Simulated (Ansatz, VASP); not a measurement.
**Zr2F3: VASP beside Ansatz**

```
Zr F
1.0
     2.78166    1.60599    2.24629
    -2.78166    1.60599    2.24629
     0.00000   -3.21199    2.24629
Zr F
2 3
Direct
  0.26000 0.26000 0.26000
  0.74000 0.74000 0.74000
  0.00000 0.25000 0.75000
  0.75000 0.00000 0.25000
  0.25000 0.75000 0.00000
```

Change from the starting cell: species swapped into the Ni3Se2 type (R32, No. 155).

Alike in both runs: task relaxation of cell and atoms; functional PBE; k mesh 6 × 6 × 6; occupations gaussian, width 0.1 eV; no spin polarisation.

|  | VASP | Ansatz |
| --- | --- | --- |
| version | VASP 6.6.1 | Ansatz 0.2.0 |
| potentials or method | VASP PAW PBE potentials, release 64 (Zr_sv, F), cutoff 600 eV | scalar-relativistic, plane waves, PAW |
| valence electrons in the cell | 45 | 45 |

```tsv
	VASP	Ansatz	Ansatz less VASP
gap on the k mesh at the Fermi level, each at its own relaxed structure (eV)	none	none	-
relaxed volume (Å³/atom)	13.96	13.94	-0.024
relaxed length of the cell vector where the two differ most in proportion (Å)	4.118	4.115	-0.0024
```

A gap of «none» marks a metal or a gap that the smearing closes.

Noted on VASP's run: the volume moved by over 15 % at a fixed basis, so the end points are rough.
